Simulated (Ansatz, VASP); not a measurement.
LaTaO: VASP beside Ansatz

```
La Ta O
1.0
     4.42569    0.00000    0.00000
     0.00000    4.42569    0.00000
     0.00000    0.00000    8.62422
La Ta O
2 2 2
Cartesian
  0.0000 2.2128 0.0000
  2.2128 0.0000 0.0000
  0.0000 0.0000 5.4243
  0.0000 0.0000 3.1999
  0.0000 0.0000 1.2425
  0.0000 0.0000 7.3818
```

Alike in both runs: task relaxation of cell and atoms; functional PBE; k mesh 8 × 8 × 6; occupations gaussian, width 0.1 eV; no spin polarisation.

|  | VASP | Ansatz |
| --- | --- | --- |
| version | VASP 6.6.1 | Ansatz 0.2.0 |
| potentials or method | VASP PAW PBE potentials, release 64 (La, Ta_pv, O), cutoff 600 eV | scalar-relativistic, plane waves, PAW |
| valence electrons in the cell | 56 | 60 |

VASP gave:

| Quantity | Value |
| --- | --- |
| gap on the k mesh at the Fermi level, each at its own relaxed structure (eV) | none |
| relaxed volume (Å³/atom) | 28.40 |
| relaxed length of the cell vector where the two differ most in proportion (Å) | 8.630 |

Question: Which values does Ansatz return?

Answer: gap on the k mesh at the Fermi level, each at its own relaxed structure (eV): none; relaxed volume (Å³/atom): 28.42; relaxed length of the cell vector where the two differ most in proportion (Å): 8.619.

A gap of «none» marks a metal or a gap that the smearing closes. VASP's potentials hold 56 valence electrons a cell and Ansatz's 60, so a difference there can come from the potentials and not from the codes.

Spin-orbit coupling is off throughout.
